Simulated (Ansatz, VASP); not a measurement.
# One calculation of Ti, two programs

```
Ti
1.0
     0.00000    1.99955    1.99955
     1.99955    0.00000    1.99955
     1.99955    1.99955    0.00000
Ti
1
Direct
  0.00000 0.00000 0.00000
```

Change from the starting cell: strain -0.015 along x and y, -0.015 along z, atoms carried along.

Alike in both runs: task single point; functional r2SCAN; k mesh 20 × 20 × 20; occupations gaussian, width 0.15 eV; no spin polarisation.

```csv
,VASP,Ansatz
version,VASP 6.6.1,Ansatz 0.2.0
potentials or method,"VASP PAW PBE potentials, release 64 (Ti_sv), cutoff 520 eV","scalar-relativistic, plane waves, PAW"
valence electrons in the cell,12,12
```

Ansatz gave:

* gap on the k mesh at the Fermi level (eV): none
* pressure (GPa): 10.5

Q: Which values does VASP return?

A: gap on the k mesh at the Fermi level (eV): none; pressure (GPa): 11.0.

VASP's potentials were made for PBE, not for r2SCAN. A gap of «none» marks a metal or a gap that the smearing closes.
